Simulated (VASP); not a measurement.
# Zn5Ga3N3O5 (P1) in VASP: a series of runs

Aim: see how the results for Zn5Ga3N3O5 move with the level of theory and the settings. Levels: PBEsol, HF. Tasks: single point.

Everything below comes from runs of VASP 6.6.1. Logs are shortened: lines on timing, memory, paths and dates and some standing lists are left out, and cuts for length are marked.

### Step 1. The cell of the first run

The typed cell holds 16 atoms: a = 6.429 Å, b = 5.567 Å, c = 5.205 Å, α = 90.00°, β = 90.00°, γ = 90.00°.

### Step 2. Single point, PBEsol

Input file INCAR:

```
SYSTEM = Zn5Ga3N3O5
ALGO = Normal
EDIFF = 1E-6
ENCUT = 520
GGA = PS
ISIF = 2
ISMEAR = -1
ISYM = 0
LASPH = .TRUE.
LCHARG = .FALSE.
LREAL = Auto
LWAVE = .FALSE.
NBANDS = 86
NELECT = 138.0
NELM = 60
PREC = Accurate
SIGMA = 0.05
```

Input file KPOINTS:

```
Automatic mesh
0
Gamma
  1 1 1
  0.25 0.25 0.25
```

Input file POSCAR:

```
Zn5Ga3N3O5
1.0
    6.4287110000      0.0000000000      0.0000000000
    0.0000000000      5.5674270000      0.0000000000
    0.0000000000      0.0000000000      5.2049820000
Ga Zn O N
3 5 5 3
Direct
    0.2628920000      0.1611890000      0.4592600000
    0.0082500000      0.6741600000      0.5167710000
    0.4723700000      0.3135360000      0.0017040000
    0.7463270000      0.1868780000      0.4918020000
    0.4571780000      0.6678520000      0.4816820000
    0.0051780000      0.3306840000      0.0300720000
    0.2212830000      0.8297140000      0.0271890000
    0.7531970000      0.8147230000      0.9937960000
    0.9835920000      0.3402650000      0.3909470000
    0.2652560000      0.8443870000      0.3736010000
    0.9884240000      0.6789170000      0.8640080000
    0.7553940000      0.1857900000      0.8640910000
    0.5086640000      0.6611080000      0.8532280000
    0.5191640000      0.3420930000      0.3726090000
    0.7490100000      0.8517170000      0.3860010000
    0.2444190000      0.1850050000      0.8607890000
```

Potentials or basis: VASP PAW PBE potentials, release 64 (Ga_d, Zn, O, N).

The run is started by

```console
$ cat potpaw_PBE.64/Ga_d/POTCAR potpaw_PBE.64/Zn/POTCAR potpaw_PBE.64/O/POTCAR potpaw_PBE.64/N/POTCAR > POTCAR
$ mpirun -np 1 vasp_std > vasp.out
```

OUTCAR:

```text
SYSTEM = Zn5Ga3N3O5
   EDIFF = 1E-6
   ENCUT = 520
   GGA = PS
   ISIF = 2
   ISMEAR = -1
   ISYM = 0
   LASPH = .TRUE.
   LREAL = Auto
   NELECT = 138.0
   NELM = 60
   PREC = Accurate

 ion  position               nearest neighbor table
   1  0.263  0.161  0.459-  10 1.82  14 1.98   9 2.08  16 2.10   3 2.86   7 2.92   6 2.94
   2  0.008  0.674  0.517-  11 1.81   9 1.98  10 2.05  15 2.05   5 2.89
   3  0.472  0.314  0.002-  16 1.79  14 1.96  12 2.08  13 2.10   1 2.86
   4  0.746  0.187  0.492-  14 1.81   9 1.83  12 1.94  15 1.95   6 3.03
   5  0.457  0.668  0.482-  10 1.67  14 1.94  13 1.96  15 2.19   2 2.89   7 2.95
   6  0.005  0.331  0.030-   9 1.88  16 1.95  12 1.99  11 2.13   1 2.94   4 3.03
   7  0.221  0.830  0.027-  10 1.83  11 1.91  16 2.16  13 2.26   1 2.92   5 2.95   8 3.02
   8  0.753  0.815  0.994-  11 1.82  13 1.93  15 2.05  12 2.17   7 3.02
   9  0.984  0.340  0.391-   4 1.83   6 1.88   2 1.98   1 2.08
  10  0.265  0.844  0.374-   5 1.67   1 1.82   7 1.83   2 2.05
  11  0.988  0.679  0.864-   2 1.81   8 1.82   7 1.91   6 2.13
  12  0.755  0.186  0.864-   4 1.94   6 1.99   3 2.08   8 2.17
  13  0.509  0.661  0.853-   8 1.93   5 1.96   3 2.10   7 2.26
  14  0.519  0.342  0.373-   4 1.81   5 1.94   3 1.96   1 1.98
  15  0.749  0.852  0.386-   4 1.95   8 2.05   2 2.05   5 2.19
  16  0.244  0.185  0.861-   3 1.79   6 1.95   1 2.10   7 2.16

IMPORTANT INFORMATION: All symmetrisations will be switched off!
NOSYMM: (Re-)initialisation of all symmetry stuff for point group C_1.

----------------------------------------------------------------------------------------

                                     Primitive cell

  volume of cell :     186.2935

  direct lattice vectors                    reciprocal lattice vectors
     6.428711000  0.000000000  0.000000000     0.155552178  0.000000000  0.000000000
     0.000000000  5.567427000  0.000000000     0.000000000  0.179616185  0.000000000
     0.000000000  0.000000000  5.204982000     0.000000000  0.000000000  0.192123623

  length of vectors
     6.428711000  5.567427000  5.204982000     0.155552178  0.179616185  0.192123623

  position of ions in fractional coordinates (direct lattice)
     0.262892000  0.161189000  0.459260000
     0.008250000  0.674160000  0.516771000
     0.472370000  0.313536000  0.001704000
     0.746327000  0.186878000  0.491802000
     0.457178000  0.667852000  0.481682000
     0.005178000  0.330684000  0.030072000
[... 8 lines left out ...]
     0.749010000  0.851717000  0.386001000
     0.244419000  0.185005000  0.860789000

  ion indices of the primitive-cell ions
   primitive index   ion index
                 1           1
                 2           2
                 3           3
                 4           4
                 5           5
                 6           6
[... 8 lines left out ...]
                15          15
                16          16

----------------------------------------------------------------------------------------

 KPOINTS: Automatic mesh

Automatic generation of k-mesh.
 Grid dimensions read from file:
 generate k-points for:    1    1    1

 Generating k-lattice:

  Cartesian coordinates                     Fractional coordinates (reciprocal lattice)
     0.155552178  0.000000000  0.000000000     1.000000000  0.000000000  0.000000000
     0.000000000  0.179616185  0.000000000     0.000000000  1.000000000  0.000000000
     0.000000000  0.000000000  0.192123623     0.000000000  0.000000000  1.000000000

  Length of vectors
     0.155552178  0.179616185  0.192123623

  Shift w.r.t. Gamma in fractional coordinates (k-lattice)
     0.250000000  0.250000000  0.250000000

 Subroutine IBZKPT returns following result:
 ===========================================

 Found      4 irreducible k-points:

 Following reciprocal coordinates:
            Coordinates               Weight
  0.250000  0.250000  0.250000      2.000000
 -0.250000 -0.250000  0.250000      2.000000
 -0.250000  0.250000 -0.250000      2.000000
  0.250000 -0.250000 -0.250000      2.000000
   k-points           NKPTS =      4   k-points in BZ     NKDIM =      4   number of bands    NBANDS=     86
   number of dos      NEDOS =    301   number of ions     NIONS =     16
   total plane-waves  NPLWV =  80640
   dimension x,y,z NGX =    48 NGY =   42 NGZ =   40
   dimension x,y,z NGXF=    96 NGYF=   84 NGZF=   80
   ions per type =               3   5   5   3
   NGX,Y,Z   is equivalent  to a cutoff of  12.41, 12.54, 12.78 a.u.
   NGXF,Y,Z  is equivalent  to a cutoff of  24.83, 25.08, 25.55 a.u.
 SYSTEM =  Zn5Ga3N3O5
   PREC   = accura    normal or accurate (medium, high low for compatibility)
   ISTART =      0    job   : 0-new  1-cont  2-samecut
   ICHARG =      2    charge: 1-file 2-atom 10-const
   ISPIN  =      1    spin polarized calculation?
   LNONCOLLINEAR =      F non collinear calculations
   LSORBIT =      F    spin-orbit coupling
   LASPH  =      T    aspherical Exc in radial PAW
   ENCUT  =  520.0 eV  38.22 Ry    6.18 a.u.  11.95 10.35  9.68*2*pi/ulx,y,z
   NELM   =     60;   NELMIN=  2; NELMDL= -5     # of ELM steps
   EDIFF  = 0.1E-05   stopping-criterion for ELM
   LREAL  =      T    real-space projection
   EDIFFG = 0.1E-04   stopping-criterion for IOM
   NSW    =      0    number of steps for IOM
   IBRION =     -1    ionic relax: 0-MD 1-quasi-New 2-CG
   NFREE  =      0    steps in history (QN), initial steepest desc. (CG)
   ISIF   =      2    stress and relaxation
   ISYM   =      0    0-nonsym 1-usesym 2-fastsym
   POTIM  = 0.5000    time-step for ionic-motion
   TEBEG  =    0.0;   TEEND  =   0.0 temperature during run
   PSTRESS=    0.0 pullay stress
   NELECT =     138.0000    total number of electrons
   NUPDOWN=      -1.0000    fix difference up-down
   EMIN   =  10.00;   EMAX   =-10.00  energy-range for DOS
   EFERMI =   0.00;   METHOD = LEGACY
   ISMEAR =    -1;   SIGMA  =   0.05  broadening in eV -4-tet -1-fermi 0-gaus
   EFERMI_NEDOS =   21; number of points for ismear=-14 and -15
   IALGO  =     38    algorithm
   IMIX   =      4    mixing-type and parameters
     AMIX     =   0.40;   BMIX     =  1.00
     AMIX_MAG =   1.60;   BMIX_MAG =  1.00
  volume/ion in A,a.u.               =      11.64        78.57
  Fermi-wavevector in a.u.,A,eV,Ry     =   1.481274  2.799201 29.853518  2.194172
  Thomas-Fermi vector in A             =   2.595204
   LORBIT       =      0    0 simple, 1 ext, 2 COOP (PROOUT), +10 PAW based schemes
   GGA     = PS    functional components
   LHFCALC =     F    Hartree Fock is set to
   AEXX    =    0.0000 exact exchange contribution
   IVDW    =     0    specifies the selected vdW correction
   LEPSILON=     F    determine dielectric tensor
   LRPA    =     F    only Hartree local field effects (RPA)
 non-spin polarized calculation
  energy-cutoff  :      520.00
  volume of cell :      186.29
 maximum number of plane-waves:      5020
   NGX = 23   NGY = 21   NGZ = 19

 number of electron     138.0000028 magnetization

 Free energy of the ion-electron system (eV)
  ---------------------------------------------------
  ext. energy  EPLUGINS =         0.00000000
  ---------------------------------------------------
  free energy    TOTEN  =       -95.59857346 eV

  energy without entropy =      -95.47858196  energy(sigma->0) =      -95.53857771

 E-fermi :   1.3400     XC(G=0): -11.0595

 val. band max:        1.3100104792   @ k =  -0.2500   0.2500  -0.2500
 cond. band min:       1.3565045966   @ k =   0.2500  -0.2500  -0.2500
 fundamental gap:      0.0464941175
 Fermi energy:         1.3400252569

 k-point     1 :       0.2500    0.2500    0.2500
  band No.  band energies     occupation
      1     -17.5768      2.00000
      2     -16.2590      2.00000
      3     -16.0722      2.00000
      4     -15.0597      2.00000
      5     -14.9062      2.00000
      6     -12.5310      2.00000
[... 73 lines left out ...]
     80       9.5340      0.00000
     81       9.8607      0.00000

 k-point     2 :      -0.2500   -0.2500    0.2500
  band No.  band energies     occupation
      1     -17.5769      2.00000
      2     -16.2591      2.00000
      3     -16.0716      2.00000
      4     -15.0608      2.00000
      5     -14.9062      2.00000
      6     -12.5270      2.00000
[... 73 lines left out ...]
     80       9.3330      0.00000
     81       9.8632      0.00000

 k-point     3 :      -0.2500    0.2500   -0.2500
  band No.  band energies     occupation
      1     -17.5769      2.00000
      2     -16.2593      2.00000
      3     -16.0716      2.00000
      4     -15.0615      2.00000
      5     -14.9047      2.00000
      6     -12.5295      2.00000
[... 73 lines left out ...]
     80       9.3757      0.00000
     81       9.6680      0.00000

 k-point     4 :       0.2500   -0.2500   -0.2500
  band No.  band energies     occupation
      1     -17.5769      2.00000
      2     -16.2586      2.00000
      3     -16.0720      2.00000
      4     -15.0619      2.00000
      5     -14.9050      2.00000
      6     -12.5279      2.00000
[... 73 lines left out ...]
     80       9.3315      0.00000
     81       9.5125      0.00000
 [bands above 81 left out]

------------------------ aborting loop because EDIFF is reached ----------------------------------------

  FORCE on cell =-STRESS in cart. coord.  units (eV):
  Direction    XX          YY          ZZ          XY          YZ          ZX
  --------------------------------------------------------------------------------------
  -------------------------------------------------------------------------------------
  Total      -41.8824517    -51.4502559    -47.7087306     -2.5498993      0.7426650      4.0698309
  in kB     -360.2010815   -442.4869388   -410.3087492    -21.9298643      6.3871320     35.0017119
  external PRESSURE =    -404.3322565 kB  Pullay stress =       0.0000000 kB

 VOLUME and BASIS-vectors are now :
 -----------------------------------------------------------------------------
  energy-cutoff  :      520.00
  volume of cell :      186.29
      direct lattice vectors                 reciprocal lattice vectors
     6.428711000  0.000000000  0.000000000     0.155552178  0.000000000  0.000000000
     0.000000000  5.567427000  0.000000000     0.000000000  0.179616185  0.000000000
     0.000000000  0.000000000  5.204982000     0.000000000  0.000000000  0.192123623

 POSITION                                       TOTAL-FORCE (eV/Angst)
 -----------------------------------------------------------------------------------
      1.69006      0.89741      2.39044        -0.688662      1.761356      2.544776
      0.05304      3.75334      2.68978        -1.249022     -0.259982     -0.889757
      3.03673      1.74559      0.00887         3.634243      1.852237     -0.489902
      4.79792      1.04043      2.55982         0.057086     -1.478445      1.520060
      2.93907      3.71822      2.50715         5.391088     -2.575663      2.206083
      0.03329      1.84106      0.15652        -0.813648      0.099357     -1.791550
[... 8 lines left out ...]
      4.81517      4.74187      2.00913         0.140775     -0.459168     -0.561961
      1.57130      1.03000      4.48039        -1.516542     -1.323568     -1.112895
 -----------------------------------------------------------------------------------
    total drift:                               -0.000799     -0.005715      0.001146

  FREE ENERGIE OF THE ION-ELECTRON SYSTEM (eV)
  ---------------------------------------------------
  free  energy   TOTEN  =       -95.5985734634 eV

  energy  without entropy=      -95.4785819633  energy(sigma->0) =      -95.53857771
```

Run time: 4.3 min. Hardware: 1 thread of AMD EPYC 7R13, shared host; peak memory 0.26 GiB.

Results:

- Free energy: -95.5986 eV
- Largest force: 6.369 eV/Å

Forces in eV/Å, atoms in the order of the input:
```
Ga  -0.689  1.761  2.545
Ga  -1.249 -0.260 -0.890
Ga   3.634  1.852 -0.490
Zn   0.057 -1.478  1.520
Zn   5.391 -2.576  2.206
Zn  -0.814  0.099 -1.792
Zn   0.689  0.191 -2.885
Zn  -1.759  1.264  0.446
O    2.814  1.025  0.127
O   -4.434  1.582 -0.332
O    1.478 -0.960  0.598
O   -0.708 -0.474  0.797
O   -0.878 -0.450  0.684
N   -2.158  0.207 -0.860
N    0.141 -0.459 -0.562
N   -1.517 -1.324 -1.113
```

Levels at points of the mesh, in eV from the Fermi level:
```
           k point  band 65  band 66  band 67  band 68  band 69  band 70  band 71  band 72  band 73  band 74
(0.25, 0.25, 0.25)    -0.71    -0.60    -0.37    -0.20    -0.06     0.05     0.24     0.37     3.84     5.47
```

Caveat: the k points lie up to 1.21 Å⁻¹ apart; the cell carries a net charge on a neutralising background, which shifts energy and pressure; the cell is charged against a uniform background, so pressure and absolute levels hang on convention; the PAW data sets were made with another functional, which shifts forces and pressure a little.

### Step 3. Single point, PBEsol

Input file INCAR:

```
SYSTEM = Zn5Ga3N3O5
PREC = Accurate
ENCUT = 520
EDIFF = 1E-7
ISMEAR = -1
SIGMA = 0.05
LREAL = Auto
LASPH = .True.
NELM = 100
ALGO = Normal
ISIF = 2
LWAVE = .False.
LCHARG = .False.
GGA = PS
NBANDS = 86
```

Input file KPOINTS:

```
Automatic mesh
0
Gamma
  1 1 2
  0 0 0
```

POSCAR is that of step 2.

Potentials or basis: VASP PAW PBE potentials, release 64 (Ga_d, Zn, O, N).

The run is started by

```console
$ cat potpaw_PBE.64/Ga_d/POTCAR potpaw_PBE.64/Zn/POTCAR potpaw_PBE.64/O/POTCAR potpaw_PBE.64/N/POTCAR > POTCAR
$ mpirun -np 1 vasp_std > vasp.out
```

Wall time 2.3 min (1 thread of AMD EPYC 7R13, shared host); peak memory 0.25 GiB.

It converged, with:

- Free energy: -80.9073 eV
- Pressure: 6.9 GPa
- Largest force: 7.416 eV/Å
- Band gap on the k mesh: 0.07 eV, direct

Forces on the atoms (eV/Å):
```
Ga   0.417  2.771  3.013
Ga  -3.090  0.334 -1.457
Ga   3.551  1.682 -0.120
Zn  -0.513 -2.552  1.423
Zn   6.215 -3.417  2.165
Zn  -0.685 -0.255 -1.955
Zn   1.177  0.903 -3.361
Zn  -2.077  1.877  1.583
O    3.930  1.686  0.292
O   -4.795  2.262 -0.412
O    2.225 -1.322 -0.012
O   -1.063 -0.010  1.242
O   -1.666 -0.838  1.049
N   -4.008  0.176 -2.120
N    1.453 -1.513 -0.290
N   -1.072 -1.783 -1.041
```

Stress tensor (GPa, compression positive):
```
13.69 -2.87  2.89
-2.87  1.32 -0.30
 2.89 -0.30  5.61
```

Levels at points of the mesh, in eV from the valence-band top:
| k point | band 70 | band 71 | band 72 | band 73 | band 74 | band 75 |
| --- | --- | --- | --- | --- | --- | --- |
| (0.00, 0.00, 0.00) | -0.43 | -0.21 | 0.00 | 0.07 | 3.04 | 3.63 |
| (0.00, 0.00, 0.50) | -0.82 | -0.46 | -0.19 | 1.77 | 2.88 | 3.69 |

Caveat: the k points lie up to 1.13 Å⁻¹ apart; the PAW data sets were made with another functional, which shifts forces and pressure a little.

### Step 4. Single point, HF

POSCAR is that of step 3.

Input file INCAR.step1:

```
PREC = Accurate
ENCUT = 520
EDIFF = 1E-5
ISMEAR = 0
SIGMA = 0.05
LREAL = Auto
LASPH = True
NELM = 100
ALGO = Normal
ISIF = 2
LWAVE = True
LCHARG = False
NBANDS = 86
GGA = PE
```

Input file INCAR.step2:

```
PREC = Accurate
ENCUT = 520
EDIFF = 1E-7
ISMEAR = 0
SIGMA = 0.05
LREAL = Auto
LASPH = True
NELM = 100
ALGO = Normal
ISIF = 2
LWAVE = False
LCHARG = False
GGA = PE
LHFCALC = True
AEXX = 1.0
ALDAC = 0.0
AGGAC = 0.0
PRECFOCK = Fast
NBANDS = 86
ISTART = 1
```

Input file KPOINTS:

```
Automatic mesh
0
Gamma
  1 1 1
  0.5 0.5 0.5
```

The run is started by

```console
$ cat potpaw_PBE.64/Ga_d/POTCAR potpaw_PBE.64/Zn/POTCAR potpaw_PBE.64/O/POTCAR potpaw_PBE.64/N/POTCAR > POTCAR
$ cp INCAR.step1 INCAR
$ mpirun -np 1 vasp_std > vasp.out
$ cp INCAR.step2 INCAR
$ mpirun -np 1 vasp_std > vasp.out
```

It took 6.8 min on 1 thread of AMD EPYC 7R13, shared host; peak memory 0.29 GiB.

The run converged. Its results:

```yaml
Free_energy: -173.0797 eV
Pressure: 4.7 GPa
Largest_force: 9.007 eV/Å
Band_gap_on_the_k_mesh: 12.34 eV
```

Forces in eV/Å, atoms in the order of the input:
```
Ga   1.113  3.157  4.165
Ga  -4.825  1.196 -1.412
Ga   4.833  1.913 -0.716
Zn  -0.314 -2.742  1.912
Zn   8.035 -3.066  2.679
Zn  -1.666 -0.493 -2.695
Zn   1.434  0.962 -4.075
Zn  -2.474  2.067  1.645
O    5.186  2.321  0.036
O   -6.211  2.265 -0.021
O    3.052 -1.870 -0.632
O   -1.521  0.517  2.118
O   -2.425 -1.293  1.883
N   -6.366 -0.222 -3.014
N    3.001 -2.591 -0.553
N   -0.851 -2.120 -1.320
```

Stress tensor (GPa, compression positive):
```
-5.81 -3.74  3.48
-3.74  6.87  0.44
 3.48  0.44 13.16
```

Levels at points of the mesh, in eV from the valence-band top:
| k point | band 70 | band 71 | band 72 | band 73 | band 74 | band 75 |
| --- | --- | --- | --- | --- | --- | --- |
| (0.50, 0.50, 0.50) | -0.64 | -0.24 | 0.00 | 12.34 | 13.32 | 13.67 |

Caveat: the k points lie up to 1.21 Å⁻¹ apart; the PAW data sets were made with another functional, which shifts forces and pressure a little. A k mesh can miss the band edges.
